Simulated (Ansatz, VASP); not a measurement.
**Al3GaAs4: VASP beside Ansatz**

```
CELL_PARAMETERS angstrom
6.65489 -2.00817 -0.00204
6.65489 2.00817 -0.00204
-1.21208 0.00000 6.84166
ATOMIC_POSITIONS crystal
Al 0.00024 0.00024 0.00024
Al 0.50023 0.50023 0.49981
Al 0.24963 0.24963 0.75035
Ga 0.75000 0.75000 0.24989
As 0.56238 0.56238 0.18727
As 0.06222 0.06222 0.68735
As 0.81261 0.81261 0.93712
As 0.31269 0.31269 0.43798
```

Alike in both runs: task single point; functional HSE06; k mesh 4 × 4 × 2; no spin polarisation.

|  | VASP | Ansatz |
| --- | --- | --- |
| version | VASP 6.6.1 | Ansatz 0.2.0 |
| potentials or method | VASP PAW PBE potentials, release 64 (Al, Ga_d, As) | plane waves, PAW |
| plane-wave cutoff (eV) | 400 | 420 |
| occupations | gaussian, width 0.01 eV | fixed |
| valence electrons in the cell | 42 | 82 |

```csv
,VASP,Ansatz,Ansatz less VASP
gap on the k mesh at the Fermi level (eV),2.09,2.07,-0.011
rms of the force components (eV/Å),0.015,0.013,-0.0018
```

Atom by atom the forces differ by 0.002 eV/Å (rms over components). VASP's potentials hold 42 valence electrons a cell and Ansatz's 82, so a difference there can come from the potentials and not from the codes. Ansatz's warnings: stress exchange threshold loose, stress scf threshold loose.

The k mesh is coarse, so the values compare programs but aren't converged.
